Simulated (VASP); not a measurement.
# Te2Mo (P6_3/mmc) in VASP: settings compared

Aim: see how the results for Te2Mo move with the level of theory and the settings. Levels: PBE, r2SCAN. Tasks: single point.

Everything below comes from runs of VASP 6.6.1. Logs are shortened: lines on timing, memory, paths and dates and some standing lists are left out, and cuts for length are marked.

### Step 1. The cell of the first run

The structure is hexagonal, space group P6_3/mmc (No. 194). The conventional cell has a = 3.542 Å, b = 3.542 Å, c = 14.177 Å, α = 90.00°, β = 90.00°, γ = 120.00°. Te (site symmetry 3m) has 3 Mo at 2.72 Å and 7 Te at 3.54 to 3.59 Å within 3.6 Å. Mo (site symmetry -6m2) has 6 Te at 2.72 Å and 6 Mo at 3.54 Å within 3.6 Å.

### Step 2. Single point, PBE

The input, INCAR:

```
PREC = Accurate
ENCUT = 520
EDIFF = 1E-7
ISMEAR = 0
SIGMA = 0.01
LREAL = False
LASPH = True
NELM = 60
ALGO = Normal
ISIF = 2
LWAVE = False
LCHARG = False
GGA = PE
NBANDS = 35
```

The input, KPOINTS:

```
regular mesh
0
Gamma
  12 12 2
```

The input, POSCAR:

```
Te2Mo
1.0
    3.5421276519      0.0000000000      0.0000000000
   -1.7710638259      3.0675725300      0.0000000000
    0.0000000000      0.0000000000     14.1766429290
Te Mo
4 2
Direct
    0.3333333333      0.6666666667      0.6234149328
    0.6666666667      0.3333333333      0.1234149328
    0.3333333333      0.6666666667      0.8765850672
    0.6666666667      0.3333333333      0.3765850672
    0.3333333333      0.6666666667      0.2500000000
    0.6666666667      0.3333333333      0.7500000000
```

Potentials or basis: VASP PAW PBE potentials, release 64 (Te, Mo_sv).

Launch:

```console
> cat potpaw_PBE.64/Te/POTCAR potpaw_PBE.64/Mo_sv/POTCAR > POTCAR
> mpirun -np 1 vasp_std > vasp.out
```

OUTCAR:

```text
PREC = Accurate
   ENCUT = 520
   EDIFF = 1E-7
   ISMEAR = 0
   LREAL = False
   LASPH = True
   NELM = 60
   ISIF = 2
   GGA = PE

 ion  position               nearest neighbor table
   1  0.333  0.667  0.623-   6 2.72   6 2.72   6 2.72   3 3.59
   2  0.667  0.333  0.123-   5 2.72   5 2.72   5 2.72   4 3.59
   3  0.333  0.667  0.877-   6 2.72   6 2.72   6 2.72   1 3.59
   4  0.667  0.333  0.377-   5 2.72   5 2.72   5 2.72   2 3.59
   5  0.333  0.667  0.250-   2 2.72   4 2.72   2 2.72   4 2.72   2 2.72   4 2.72
   6  0.667  0.333  0.750-   1 2.72   3 2.72   1 2.72   3 2.72   1 2.72   3 2.72

  LATTYP: Found a hexagonal cell.
 ALAT       =     3.5421276519
 C/A-ratio  =     4.0022958860

  Lattice vectors:

 A1 = (   3.5421276519,   0.0000000000,   0.0000000000)
 A2 = (  -1.7710638259,   3.0675725300,   0.0000000000)
 A3 = (   0.0000000000,   0.0000000000,  14.1766429290)

Analysis of symmetry for initial positions (statically):
=====================================================================
 Subroutine PRICEL returns:
 Original cell was already a primitive cell.

 Routine SETGRP: Setting up the symmetry group for a
 hexagonal supercell.

 Subroutine GETGRP returns: Found 24 space group operations
 (whereof 12 operations were pure point group operations)
 out of a pool of 24 trial point group operations.

The static configuration has the point symmetry D_3d.
 The point group associated with its full space group is D_6h.

Analysis of symmetry for dynamics (positions and initial velocities):
=====================================================================
 Subroutine PRICEL returns:
 Original cell was already a primitive cell.

 Routine SETGRP: Setting up the symmetry group for a
 hexagonal supercell.

 Subroutine GETGRP returns: Found 24 space group operations
 (whereof 12 operations were pure point group operations)
 out of a pool of 24 trial point group operations.

The dynamic configuration has the point symmetry D_3d.
 The point group associated with its full space group is D_6h.

 Subroutine INISYM returns: Found 24 space group operations
 (whereof 12 operations are pure point group operations),
 and found     1 'primitive' translations

----------------------------------------------------------------------------------------

                                     Primitive cell

  volume of cell :     154.0396
[... 93 lines left out ...]
   LSORBIT =      F    spin-orbit coupling
   LASPH  =      T    aspherical Exc in radial PAW
   ENCUT  =  520.0 eV  38.22 Ry    6.18 a.u.   6.59  6.59 26.36*2*pi/ulx,y,z
   NELM   =     60;   NELMIN=  2; NELMDL= -5     # of ELM steps
   EDIFF  = 0.1E-06   stopping-criterion for ELM
   LREAL  =      F    real-space projection
   EDIFFG = 0.1E-05   stopping-criterion for IOM
   NSW    =      0    number of steps for IOM
   IBRION =     -1    ionic relax: 0-MD 1-quasi-New 2-CG
   NFREE  =      0    steps in history (QN), initial steepest desc. (CG)
   ISIF   =      2    stress and relaxation
   ISYM   =      2    0-nonsym 1-usesym 2-fastsym
   POTIM  = 0.5000    time-step for ionic-motion
   TEBEG  =    0.0;   TEEND  =   0.0 temperature during run
   PSTRESS=    0.0 pullay stress
   NELECT =      52.0000    total number of electrons
   NUPDOWN=      -1.0000    fix difference up-down
   EMIN   =  10.00;   EMAX   =-10.00  energy-range for DOS
   EFERMI =   0.00;   METHOD = LEGACY
   ISMEAR =     0;   SIGMA  =   0.01  broadening in eV -4-tet -1-fermi 0-gaus
   EFERMI_NEDOS =   21; number of points for ismear=-14 and -15
   IALGO  =     38    algorithm
   IMIX   =      4    mixing-type and parameters
     AMIX     =   0.40;   BMIX     =  1.00
     AMIX_MAG =   1.60;   BMIX_MAG =  1.00
  volume/ion in A,a.u.               =      25.67       173.25
  Fermi-wavevector in a.u.,A,eV,Ry     =   1.139896  2.154091 17.678897  1.299362
  Thomas-Fermi vector in A             =   2.276599
   LORBIT       =      0    0 simple, 1 ext, 2 COOP (PROOUT), +10 PAW based schemes
   GGA     = PE    functional components
   LHFCALC =     F    Hartree Fock is set to
   AEXX    =    0.0000 exact exchange contribution
   IVDW    =     0    specifies the selected vdW correction
   LEPSILON=     F    determine dielectric tensor
   LRPA    =     F    only Hartree local field effects (RPA)
 non-spin polarized calculation
 Gauss-broadening in eV      SIGMA  =   0.01
  energy-cutoff  :      520.00
  volume of cell :      154.04
 maximum number of plane-waves:      4205
 NGX is ok and might be reduce to    28
   NGX = 13   NGY = 13   NGZ = 53

 number of electron      52.0000003 magnetization

 Free energy of the ion-electron system (eV)
  ---------------------------------------------------
  ext. energy  EPLUGINS =         0.00000000
  ---------------------------------------------------
  free energy    TOTEN  =       -36.02940347 eV

  energy without entropy =      -36.02940347  energy(sigma->0) =      -36.02940347

 E-fermi :   7.9726     XC(G=0): -10.2775

 val. band max:        7.7802440571   @ k =   0.0000   0.0000   0.0000
 cond. band min:       8.5955939338   @ k =   0.2500   0.1667   0.0000
 fundamental gap:      0.8153498768
 Fermi energy:         7.9726371792

 k-point     1 :       0.0000    0.0000    0.0000
  band No.  band energies     occupation
      1     -53.0405      2.00000
      2     -53.0405      2.00000
      3     -27.1947      2.00000
      4     -27.1946      2.00000
      5     -27.0897      2.00000
      6     -27.0897      2.00000
[... 901 lines left out ...]
     34      11.2575      0.00000
     35      13.0027      0.00000

 [... further k-points ...]
[... 5 lines left out ...]
  --------------------------------------------------------------------------------------
  -------------------------------------------------------------------------------------
  Total        1.3960813      1.3960813      2.6694908      0.0000000     -0.0000000      0.0000000
  in kB       14.5207432     14.5207432     27.7655676      0.0000000     -0.0000000      0.0000000
  external PRESSURE =      18.9356847 kB  Pullay stress =       0.0000000 kB

 VOLUME and BASIS-vectors are now :
 -----------------------------------------------------------------------------
  energy-cutoff  :      520.00
  volume of cell :      154.04
      direct lattice vectors                 reciprocal lattice vectors
     3.542127652  0.000000000  0.000000000     0.282316195  0.162995331  0.000000000
    -1.771063826  3.067572530  0.000000000     0.000000000  0.325990662  0.000000000
     0.000000000  0.000000000 14.176642929     0.000000000  0.000000000  0.070538562

 POSITION                                       TOTAL-FORCE (eV/Angst)
 -----------------------------------------------------------------------------------
     -0.00000      2.04505      8.83793         0.000000     -0.000000     -0.213069
      1.77106      1.02252      1.74961         0.000000      0.000000     -0.213069
     -0.00000      2.04505     12.42703         0.000000     -0.000000      0.213069
      1.77106      1.02252      5.33871         0.000000     -0.000000      0.213069
     -0.00000      2.04505      3.54416        -0.000000     -0.000000      0.000000
      1.77106      1.02252     10.63248         0.000000      0.000000      0.000000
 -----------------------------------------------------------------------------------
    total drift:                               -0.000000      0.000000     -0.000000

  FREE ENERGIE OF THE ION-ELECTRON SYSTEM (eV)
  ---------------------------------------------------
  free  energy   TOTEN  =       -36.0294034655 eV

  energy  without entropy=      -36.0294034655  energy(sigma->0) =      -36.02940347
```

OSZICAR:

```text
N       E                     dE             d eps       ncg     rms          rms(c)
DAV:   1     0.395628811527E+03    0.39563E+03   -0.26841E+04  3028   0.132E+03
DAV:   2    -0.155891345958E+02   -0.41122E+03   -0.39809E+03  3249   0.318E+02
DAV:   3    -0.368113877984E+02   -0.21222E+02   -0.20786E+02  3277   0.632E+01
DAV:   4    -0.372923939686E+02   -0.48101E+00   -0.47924E+00  3099   0.947E+00
DAV:   5    -0.373045059521E+02   -0.12112E-01   -0.12107E-01  3358   0.154E+00    0.213E+01
DAV:   6    -0.365524855029E+02    0.75202E+00   -0.60150E+00  2905   0.134E+01    0.883E+00
DAV:   7    -0.364624786225E+02    0.90007E-01   -0.49767E+00  2795   0.109E+01    0.619E+00
DAV:   8    -0.360324034243E+02    0.43008E+00   -0.94104E-01  2817   0.535E+00    0.257E+00
DAV:   9    -0.360365968820E+02   -0.41935E-02   -0.21174E-01  3114   0.209E+00    0.106E+00
DAV:  10    -0.360291357926E+02    0.74611E-02   -0.31954E-02  2863   0.105E+00    0.353E-01
DAV:  11    -0.360295282531E+02   -0.39246E-03   -0.20675E-03  3079   0.217E-01    0.168E-01
DAV:  12    -0.360294490497E+02    0.79203E-04   -0.14117E-04  3147   0.613E-02    0.157E-01
DAV:  13    -0.360294051807E+02    0.43869E-04   -0.14253E-04  2885   0.634E-02    0.424E-02
DAV:  14    -0.360294034672E+02    0.17135E-05   -0.14383E-05  3155   0.168E-02    0.293E-02
DAV:  15    -0.360294034655E+02    0.17699E-08   -0.51250E-07  2573   0.333E-03
   1 F= -.36029403E+02 E0= -.36029403E+02  d E =-.344697-165
```

stdout:

```text
POSCAR found type information on POSCAR TeMo
 POSCAR found :  2 types and       6 ions
 scaLAPACK will be used
 LDA part: xc-table for (Slater+PW92), standard interpolation
 POSCAR, INCAR and KPOINTS ok, starting setup
 FFT: planning ... GRIDC
 FFT: planning ... GRID_SOFT
 FFT: planning ... GRID
 WAVECAR not read
 entering main loop
```

It took 1.9 min on 1 thread of Intel Xeon 6975P-C (Granite Rapids), shared host; peak memory 0.38 GiB.

Results:

```yaml
Free_energy: -36.0294 eV
Pressure: 1.9 GPa
Largest_force: 0.213 eV/Å
Band_gap_on_the_k_mesh: 0.82 eV (least direct gap 1.00 eV)
```

Forces in eV/Å, atoms in the order of the input:
```
Te   0.000  0.000 -0.213
Te   0.000  0.000 -0.213
Te   0.000  0.000  0.213
Te   0.000  0.000  0.213
Mo   0.000  0.000  0.000
Mo   0.000  0.000  0.000
```

Levels at points of the mesh, in eV from the valence-band top:
```tsv
k point	band 22	band 23	band 24	band 25	band 26	band 27	band 28	band 29	band 30	band 31
(0.00, 0.00, 0.00)	-1.05	-1.05	-0.96	-0.40	0.00	2.87	2.87	2.97	2.97	3.11
(0.50, 0.00, 0.00)	-1.74	-0.97	-0.92	-0.61	-0.39	1.22	1.27	1.46	1.73	2.63
(0.00, 0.00, 0.50)	-1.06	-1.06	-1.06	-0.10	-0.10	2.90	2.90	2.90	2.90	3.23
(0.50, 0.00, 0.50)	-1.83	-0.93	-0.93	-0.50	-0.50	1.25	1.25	1.61	1.61	3.04
```

Caveat: spin-orbit coupling is left out, which moves the levels of the heavy elements; this functional lacks dispersion, which binds layers or chains, so the pressure and a relaxed spacing across them are unreliable. A k mesh can miss the band edges.

### Step 3. Single point, r2SCAN

POSCAR is that of step 2.

The input, INCAR.step1:

```
PREC = Accurate
ENCUT = 520
ISMEAR = 0
SIGMA = 0.01
LREAL = F
LASPH = T
NELM = 80
NBANDS = 35
GGA = PE
ALGO = Normal
EDIFF = 1E-4
LWAVE = T
LCHARG = F
```

The input, INCAR.step2:

```
PREC = Accurate
ENCUT = 520
EDIFF = 1E-6
ISMEAR = 0
SIGMA = 0.01
LREAL = F
LASPH = T
NELM = 80
ALGO = Normal
ISIF = 2
LWAVE = F
LCHARG = T
METAGGA = R2SCAN
LMIXTAU = T
LELF = T
LVHAR = T
NBANDS = 35
ISTART = 1
```

The input, KPOINTS:

```
Automatic mesh
0
Gamma
  12 12 2
```

Potentials or basis: VASP PAW PBE potentials, release 64 (Te, Mo_sv).

Launch:

```console
> cat potpaw_PBE.64/Te/POTCAR potpaw_PBE.64/Mo_sv/POTCAR > POTCAR
> cp INCAR.step1 INCAR
> mpirun -np 1 vasp_std > vasp.out
> cp INCAR.step2 INCAR
> mpirun -np 1 vasp_std > vasp.out
```

It took 5.6 min on 1 thread of Intel Xeon 6975P-C (Granite Rapids), shared host; peak memory 0.41 GiB.

Results (log left out):

```yaml
Free_energy: -155.6367 eV
Pressure: 1.3 GPa
Largest_force: 0.008 eV/Å
Band_gap_on_the_k_mesh: 0.93 eV (least direct gap 1.09 eV)
```

Forces on the atoms (eV/Å):
```
Te   0.000  0.000  0.008
Te   0.000  0.000  0.008
Te   0.000  0.000 -0.008
Te   0.000  0.000 -0.008
Mo   0.000  0.000  0.000
Mo   0.000  0.000  0.000
```

Levels at points of the mesh, in eV from the valence-band top:
```csv
k point,band 23,band 24,band 25,band 26,band 27,band 28,band 29,band 30
"(0.00, 0.00, 0.00)",-1.14,-0.98,-0.50,0.00,2.98,2.98,3.09,3.09
"(0.50, 0.00, 0.00)",-1.00,-0.95,-0.73,-0.49,1.31,1.37,1.58,1.85
"(0.00, 0.00, 0.50)",-1.16,-1.16,-0.12,-0.12,3.02,3.02,3.02,3.02
"(0.50, 0.00, 0.50)",-0.97,-0.97,-0.61,-0.61,1.34,1.34,1.73,1.73
```

Caveat: the PAW data sets were made with another functional, which shifts forces and pressure a little; spin-orbit coupling is left out, which moves the levels of the heavy elements.
